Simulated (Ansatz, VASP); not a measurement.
## Ti in VASP and in Ansatz

```
Ti
1.0
     5.77293    0.00000    0.00000
    -2.88646    4.99950    0.00000
     0.00000    0.00000   26.61902
Ti
16
Direct
  0.33333 0.16667 0.30054
  0.33333 0.66667 0.30054
  0.83333 0.16667 0.30054
  0.83333 0.66667 0.30054
  0.16667 0.33333 0.38645
  0.16667 0.83333 0.38645
  0.66667 0.33333 0.38645
  0.66667 0.83333 0.38645
  0.33636 0.17052 0.47556
  0.33558 0.66238 0.47444
  0.83420 0.16412 0.47606
  0.83004 0.66362 0.47569
  0.15826 0.33846 0.56047
  0.16820 0.83236 0.55418
  0.66986 0.32781 0.55904
  0.65452 0.83287 0.56236
```

Alike in both runs: task single point; functional PBE; dispersion D3(BJ); k mesh 4 × 4 × 1; occupations gaussian, width 0.1 eV; no spin polarisation.

|  | VASP | Ansatz |
| --- | --- | --- |
| version | VASP 6.6.1 | Ansatz 0.2.0 |
| potentials or method | VASP PAW PBE potentials, release 64 (Ti_sv), cutoff 520 eV | scalar-relativistic, plane waves, PAW |
| valence electrons in the cell | 192 | 192 |

|  | VASP | Ansatz | Ansatz less VASP |
| --- | --- | --- | --- |
| gap on the k mesh at the Fermi level (eV) | none | none | - |
| rms of the force components (eV/Å) | 0.237 | 0.236 | -0.0010 |

Atom by atom the forces differ by 0.007 eV/Å (rms over components). A gap of «none» marks a metal or a gap that the smearing closes.
